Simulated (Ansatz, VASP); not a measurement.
**One calculation of Sr, two programs**

The input INCAR:

```
SYSTEM = Sr
PREC     = Accurate       ! precision mode
ENCUT    = 520            ! plane-wave cutoff, eV
EDIFF    = 1E-6           ! SCF threshold, eV
ISMEAR   = -1             ! smearing method
SIGMA    = 0.05           ! smearing width, eV
LREAL    = .FALSE.        ! projectors in reciprocal space
LASPH    = .TRUE.         ! aspherical terms in the spheres
NELM     = 80             ! most SCF steps
ALGO     = Normal         ! electronic algorithm
ISIF     = 2              ! what is computed and relaxed
LWAVE    = .FALSE.        ! write WAVECAR
LCHARG   = .FALSE.        ! write CHGCAR
GGA      = PS             ! functional
NBANDS   = 11             ! bands
```

File KPOINTS:

```
regular mesh
0
G
  11 11 11
  0 0 0
```

POSCAR

```
Sr
1.0
    0.0000000000      2.6035175856      2.6035175856
    2.6035175856      0.0000000000      2.6035175856
    2.6035175856      2.6035175856      0.0000000000
Sr
1
Direct
    0.0000000000      0.0000000000      0.0000000000
```

Input for Ansatz:

```yaml
crystal:
  lattice:
    - [0.0, 2.6035175856, 2.6035175856]
    - [2.6035175856, 0.0, 2.6035175856]
    - [2.6035175856, 2.6035175856, 0.0]
  atoms:
    - { symbol: Sr, position: [0.0, 0.0, 0.0] }
kpoints:
  mp_grid: { grid: [11, 11, 11] }
scf:
  occupations: { method: fermi_dirac, width: 0.05 }
hamiltonian:
  xc: pbesol
  pseudopotentials: { kind: all_electron, lapw: { basis_error: 0.001 } }
output:
  forces: true
  stress: true
  eigenvalues: true
  populations: true
```

Change from the starting cell: volume scaled by 0.68, LAPW.

Alike in both runs: task single point; functional PBEsol; k mesh 11 × 11 × 11; occupations fermi-dirac, width 0.05 eV; no spin polarisation.

|  | VASP | Ansatz |
| --- | --- | --- |
| version | VASP 6.6.1 | Ansatz 0.2.0 |
| potentials or method | VASP PAW PBE potentials, release 64 (Sr_sv), cutoff 520 eV | all-electron LAPW, scalar-relativistic |

|  | VASP | Ansatz | Ansatz less VASP |
| --- | --- | --- | --- |
| pressure (GPa) | 8.8 | 8.7 | -0.05 |

VASP's potentials were made for PBE, not for PBEsol. Ansatz ran all-electron here, and VASP with PAW potentials.
